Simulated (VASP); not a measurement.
# Fe (Pm-3m) in VASP: a series of runs, part 2 of 2

VASP 6.6.1. The steps go on from the part before.

## 4. Relaxation of cell and atoms, LDA, collinear spin, ferromagnetic start, target pressure 110 GPa, at which the enthalpy is minimised

INCAR reads:

```
SYSTEM = Fe
PREC = Accurate ; ENCUT = 600
EDIFF = 1E-7 ; ISMEAR = -1
SIGMA = 0.05 ; LREAL = .False.
LASPH = .True. ; NELM = 150
ALGO = Normal ; ISIF = 3
LWAVE = .False. ; LCHARG = .False.
ISPIN = 2 ; MAGMOM = 2.5
LORBIT = 11 ; LMAXMIX = 4
GGA = CA ; IBRION = 2
NSW = 32 ; EDIFFG = -0.005
PSTRESS = 1100.0
```

KPOINTS reads:

```
regular mesh
0
Gamma
  18 18 18
  0 0 0
```

POSCAR reads:

```
Fe
1.0
    2.0348210604      0.0000000000      0.0000000000
    0.0000000000      2.0348210604      0.0000000000
    0.0000000000      0.0000000000      2.0348210604
Fe
1
Direct
    0.0000000000      0.0000000000      0.0000000000
```

On the command line:

```bash
> cat potpaw_LDA.64/Fe/POTCAR > POTCAR
> mpirun -np 1 vasp_std > vasp.out
```

Wall time 60 s (1 thread of Intel Xeon 8259CL, shared host); peak memory 0.15 GiB.

The run converged. Its results:

```
Free energy                                                : -7.6998 eV
Relaxed volume                                             : 8.39 Å³/atom
Relaxed cell                                               : a = 2.032 Å, b = 2.032 Å, c = 2.032 Å, α = 90.00°, β = 90.00°, γ = 90.00°
Space group after relaxing (to 0.1 Å)                      : Pm-3m (No. 221)
Energy change on relaxing (the run minimises the enthalpy) : +24.8 meV/atom
Ionic steps                                                : 3
Pressure after relaxing                                    : 110.0 GPa
Band gap on the k mesh                                     : zero (filled and empty bands overlap)
Net moment                                                 : 0.00 μB per cell
```

Step by step:
| step | energy change (eV) | largest force (eV/Å) | pressure (GPa) | volume (Å³) |
| --- | --- | --- | --- | --- |
| 1 | 0.0000 | 0.0000 | 107.08 | 8.43 |
| 2 | 0.1331 | 0.0000 | 122.42 | 8.24 |
| 3 | 0.0248 | 0.0000 | 109.97 | 8.39 |

Final structure:
```cif
data_structure
_symmetry_space_group_name_H-M 'P 1'
_symmetry_Int_Tables_number 1
_cell_length_a 2.0319
_cell_length_b 2.0319
_cell_length_c 2.0319
_cell_angle_alpha 90.000
_cell_angle_beta 90.000
_cell_angle_gamma 90.000
_cell_volume 8.39
loop_
_atom_site_label
_atom_site_type_symbol
_atom_site_fract_x
_atom_site_fract_y
_atom_site_fract_z
_atom_site_occupancy
Fe1 Fe 0.00000 0.00000 0.00000 1
```

Levels at points of the mesh, in eV from the Fermi level:
Spin up:
| k point | band 2 | band 3 | band 4 | band 5 | band 6 | band 7 |
| --- | --- | --- | --- | --- | --- | --- |
| (0.00, 0.00, 0.00) | -6.00 | -6.00 | 1.53 | 1.53 | 1.53 | 25.25 |
| (0.50, 0.00, 0.00) | -4.97 | -1.78 | -1.11 | -1.11 | 1.77 | 8.68 |
| (0.50, 0.50, 0.00) | -3.78 | -0.54 | -0.54 | 3.27 | 7.56 | 7.56 |
| (0.50, 0.50, 0.50) | -5.73 | -5.73 | 3.42 | 3.42 | 13.26 | 18.45 |
Spin down:
```
           k point  band 1  band 2  band 3  band 4  band 5  band 6  band 7  band 8  band 9
(0.00, 0.00, 0.00)  -10.27   -6.00   -6.00    1.53    1.53    1.53   25.25   25.25   25.25
(0.50, 0.00, 0.00)   -5.17   -4.97   -1.78   -1.11   -1.11    1.77    8.68   27.09   33.36
(0.50, 0.50, 0.00)   -7.90   -3.78   -0.54   -0.54    3.27    7.56    7.56   15.21   20.83
(0.50, 0.50, 0.50)   -5.73   -5.73   -5.73    3.42    3.42   13.26   18.45   18.45   18.45
```

Caveat: the cell is relaxed towards a set pressure, so the run minimises the enthalpy, not the energy; the moments typed at the start vanished in this run.

## 5. Relaxation of cell and atoms, LDA, collinear spin, ferromagnetic start, target pressure 110 GPa, at which the enthalpy is minimised

This run uses another cell than the first one, of 8.50 Å³/atom.

INCAR reads:

```
SYSTEM = Fe
  PREC = Accurate
  ENCUT = 600
  EDIFF = 1E-6
  ISMEAR = -1
  SIGMA = 0.05
  LREAL = .False.
  LASPH = .True.
  NELM = 150
  ALGO = Normal
  ISIF = 3
  LWAVE = .False.
  LCHARG = .False.
  ISPIN = 2
  MAGMOM = 2.5
  LORBIT = 11
  LMAXMIX = 4
  GGA = CA
  IBRION = 2
  NSW = 60
  EDIFFG = -0.005
  PSTRESS = 1100.0
```

KPOINTS is that of step 4.

POSCAR reads:

```
Fe
1.0
    2.0408559008      0.0000000000      0.0000000000
    0.0000000000      2.0408559008      0.0000000000
    0.0000000000      0.0000000000      2.0408559008
Fe
1
Direct
    0.0000000000      0.0000000000      0.0000000000
```

Potentials or basis: VASP PAW LDA potentials, release 64 (Fe).

On the command line:

```bash
> cat potpaw_LDA.64/Fe/POTCAR > POTCAR
> mpirun -np 1 vasp_std > vasp.out
```

OUTCAR:

```text
SYSTEM = Fe
   PREC = Accurate
   ENCUT = 600
   EDIFF = 1E-6
   ISMEAR = -1
   LREAL = .False.
   LASPH = .True.
   NELM = 150
   ISIF = 3
   ISPIN = 2
   LORBIT = 11
   GGA = CA
   IBRION = 2
   NSW = 60
   EDIFFG = -0.005
   PSTRESS = 1100.0

 ion  position               nearest neighbor table
   1  0.000  0.000  0.000-

  LATTYP: Found a simple cubic cell.
 ALAT       =     2.0408559008

  Lattice vectors:

 A1 = (   2.0408559008,   0.0000000000,   0.0000000000)
 A2 = (   0.0000000000,   2.0408559008,   0.0000000000)
 A3 = (   0.0000000000,   0.0000000000,   2.0408559008)

Analysis of symmetry for initial positions (statically):
=====================================================================
 Subroutine PRICEL returns:
 Original cell was already a primitive cell.

 Routine SETGRP: Setting up the symmetry group for a
 simple cubic supercell.

 Subroutine GETGRP returns: Found 48 space group operations
 (whereof 48 operations were pure point group operations)
 out of a pool of 48 trial point group operations.

The static configuration has the point symmetry O_h .

Analysis of symmetry for dynamics (positions and initial velocities):
=====================================================================
 Subroutine PRICEL returns:
 Original cell was already a primitive cell.

 Routine SETGRP: Setting up the symmetry group for a
 simple cubic supercell.

 Subroutine GETGRP returns: Found 48 space group operations
[... 174 lines left out ...]
  in kB     1012.8239417   1012.8239417   1012.8239417      0.0000000      0.0000000      0.0000000
  external PRESSURE =     -87.1760583 kB  Pullay stress =    1100.0000000 kB
[... 26 lines left out ...]
 number of electron       8.0000009 magnetization       0.0000221

 number of electron       8.0000009 magnetization      -0.0000038

 E-fermi :  10.6448     XC(G=0): -15.4247

 val. band max:       10.6333819622   @ k =   0.4444   0.4444   0.2778
 cond. band min:      10.6614624562   @ k =   0.3333   0.3333   0.0556
 fundamental gap:      0.0280804941
 Fermi energy:        10.6448275213

 spin component 1

 k-point     1 :       0.0000    0.0000    0.0000
  band No.  band energies     occupation
      1       0.0387      1.00000
      2       4.1842      1.00000
      3       4.1842      1.00000
      4      12.2947      0.00000
      5      12.2947      0.00000
      6      12.2947      0.00000
      7      36.7366      0.00000
      8      36.7366      0.00000
      9      36.7366      0.00000
[... 645 lines left out ...]
 number of electron       7.9999993 magnetization       0.0000087

 number of electron       7.9999993 magnetization      -0.0000060

 Free energy of the ion-electron system (eV)
  ---------------------------------------------------
  ext. energy  EPLUGINS =         0.00000000
  ---------------------------------------------------
  free energy    TOTEN  =        -7.69972542 eV

  energy without entropy =       -7.68766662  energy(sigma->0) =       -7.69369602

 E-fermi :   9.8118     XC(G=0): -15.0918

 val. band max:        9.8089256314   @ k =   0.2778   0.1667   0.0000
 cond. band min:       9.8289523329   @ k =   0.3333   0.3333   0.0556
 fundamental gap:      0.0200267014
 Fermi energy:         9.8117590299

 spin component 1

 k-point     1 :       0.0000    0.0000    0.0000
  band No.  band energies     occupation
      1      -0.4584      1.00000
      2       3.8119      1.00000
      3       3.8119      1.00000
      4      11.3437      0.00000
      5      11.3437      0.00000
      6      11.3437      0.00000
      7      35.0655      0.00000
      8      35.0655      0.00000
      9      35.0655      0.00000
[... 600 lines left out ...]
  energy  without entropy=       -7.6876666158  energy(sigma->0) =       -7.69369602

  enthalpy is  TOTEN    =        -1.9405757455 eV   P V=        5.7591496760

 reached required accuracy - stopping structural energy minimisation

 total charge

# of ion       s       p       d       tot
------------------------------------------
    1        0.674   0.754   6.912   8.339

 magnetization (x)

# of ion       s       p       d       tot
------------------------------------------
    1       -0.000  -0.000   0.000   0.000
```

OSZICAR:

```text
N       E                     dE             d eps       ncg     rms          rms(c)
DAV:   1     0.195496806336E+02    0.19550E+02   -0.46232E+03  8216   0.136E+03
DAV:   2    -0.759283991031E+01   -0.27143E+02   -0.26032E+02  8091   0.145E+02
[... 29 lines left out ...]
DAV:   7    -0.770163150083E+01   -0.95554E-09   -0.22890E-08  4134   0.229E-03
   3 F= -.19405736E+01 E0= -.19345417E+01  d E =-.307632E-02  mag=    -0.0000
       N       E                     dE             d eps       ncg     rms          rms(c)
DAV:   1    -0.769973099571E+01    0.19005E-02   -0.17301E-04  8291   0.272E-01    0.270E-02
DAV:   2    -0.769972573950E+01    0.52562E-05   -0.32573E-05  8276   0.103E-01    0.339E-03
DAV:   3    -0.769972542147E+01    0.31804E-06   -0.36095E-07  4015   0.125E-02
   4 F= -.19405757E+01 E0= -.19345463E+01  d E =-.307846E-02  mag=     0.0000
```

CONTCAR:

```text
Fe
   1.00000000000000
     2.0318520788780718    0.0000000000000000    0.0000000000000000
     0.0000000000000000    2.0318520788780718   -0.0000000000000000
     0.0000000000000000    0.0000000000000000    2.0318520788780718
  Fe
     1
Direct
     0.0000000000000000    0.0000000000000000    0.0000000000000000

  0.00000000E+00  0.00000000E+00  0.00000000E+00
```

Wall time 79 s (1 thread of Intel Xeon 8259CL, shared host); peak memory 0.15 GiB.

What came out:

```yaml
Free_energy: -7.6997 eV
Relaxed_volume: 8.39 Å³/atom
Relaxed_cell: a = 2.032 Å, b = 2.032 Å, c = 2.032 Å, α = 90.00°, β = 90.00°, γ = 90.00°
Space_group_after_relaxing_to_0.1_Å: Pm-3m (No. 221)
Energy_change_on_relaxing_the_run_minimises_the_enthalpy: +73.8 meV/atom
Ionic_steps: 4
Pressure_after_relaxing: 110.1 GPa
Band_gap_on_the_k_mesh: zero (filled and empty bands overlap)
Net_moment: 0.00 μB per cell
```

The path:
| step | energy change (eV) | largest force (eV/Å) | pressure (GPa) | volume (Å³) |
| --- | --- | --- | --- | --- |
| 1 | 0.0000 | 0.0000 | 101.28 | 8.50 |
| 2 | 0.4324 | 0.0000 | 150.16 | 7.94 |
| 3 | 0.0719 | 0.0000 | 109.77 | 8.39 |
| 4 | 0.0738 | 0.0000 | 110.09 | 8.39 |

Final structure:
```
Fe
1.0
     2.03185    0.00000    0.00000
     0.00000    2.03185    0.00000
     0.00000    0.00000    2.03185
Fe
1
Direct
  0.00000 0.00000 0.00000
```

Levels at points of the mesh, in eV from the Fermi level:
Spin up:
| k point | band 1 | band 2 | band 3 | band 4 | band 5 | band 6 | band 7 | band 8 |
| --- | --- | --- | --- | --- | --- | --- | --- | --- |
| (0.00, 0.00, 0.00) | -10.27 | -6.00 | -6.00 | 1.53 | 1.53 | 1.53 | 25.25 | 25.25 |
| (0.50, 0.00, 0.00) | -5.18 | -4.97 | -1.78 | -1.11 | -1.11 | 1.77 | 8.68 | 27.09 |
| (0.50, 0.50, 0.00) | -7.90 | -3.78 | -0.54 | -0.54 | 3.27 | 7.56 | 7.56 | 15.21 |
| (0.50, 0.50, 0.50) | -5.73 | -5.73 | -5.73 | 3.42 | 3.42 | 13.26 | 18.45 | 18.45 |
Spin down:
| k point | band 1 | band 2 | band 3 | band 4 | band 5 | band 6 | band 7 | band 8 |
| --- | --- | --- | --- | --- | --- | --- | --- | --- |
| (0.00, 0.00, 0.00) | -10.27 | -6.00 | -6.00 | 1.53 | 1.53 | 1.53 | 25.25 | 25.25 |
| (0.50, 0.00, 0.00) | -5.18 | -4.97 | -1.78 | -1.11 | -1.11 | 1.77 | 8.68 | 27.09 |
| (0.50, 0.50, 0.00) | -7.90 | -3.78 | -0.54 | -0.54 | 3.27 | 7.56 | 7.56 | 15.21 |
| (0.50, 0.50, 0.50) | -5.73 | -5.73 | -5.73 | 3.42 | 3.42 | 13.26 | 18.45 | 18.45 |

Caveat: the cell is relaxed towards a set pressure, so the run minimises the enthalpy, not the energy; the moments typed at the start vanished in this run.

The gap in the log of VASP goes by the Fermi energy; the results here count the filled bands.